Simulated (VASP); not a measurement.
W3Cl, 8 atoms in the cell. Symmetry: Pm-3m, No. 221, cubic system. Conventional cell: a = 4.390 Å, b = 4.390 Å, c = 4.390 Å, α = 90.00°, β = 90.00°, γ = 90.00°. Within 2.9 Å of W (site symmetry 4/mmm) lie 2 Cl at 2.20 Å. W (site symmetry 4/mmm) has 2 Cl at 2.20 Å within 2.9 Å. Cl (site symmetry m-3m) has 6 W at 2.20 Å within 2.9 Å. 

| Quantity | Value |
| --- | --- |
| Program | VASP 6.6.1 |
| Task | single point |
| Functional | PBE |
| Potentials or basis | VASP PAW PBE potentials, release 64 (W_sv, Cl) |
| Cutoff | 500 eV |
| k mesh | 6 × 6 × 4 |
| Occupations | gaussian, width 0.1 eV |
| Spin | no spin polarisation |
| Dipole correction | no |
| Further INCAR settings | ALGO = Normal; EDIFF = 1e-06; NBANDS = 59 |

Potentials or basis: VASP PAW PBE potentials, release 64 (W_sv, Cl).

Run with:

```bash
$ cat potpaw_PBE.64/W_sv/POTCAR potpaw_PBE.64/Cl/POTCAR > POTCAR
$ mpirun -np 1 vasp_std > vasp.out
```

Hardware: 1 thread of Oxide Virtual Turin-like Processor, on a shared host.

Question: How long does it take, and how much memory?

Answer: Wall time 4.5 min on 1 thread of Oxide Virtual Turin-like Processor, on a shared host, peak memory 0.33 GiB. Counts: scf iterations 13, k points 30.
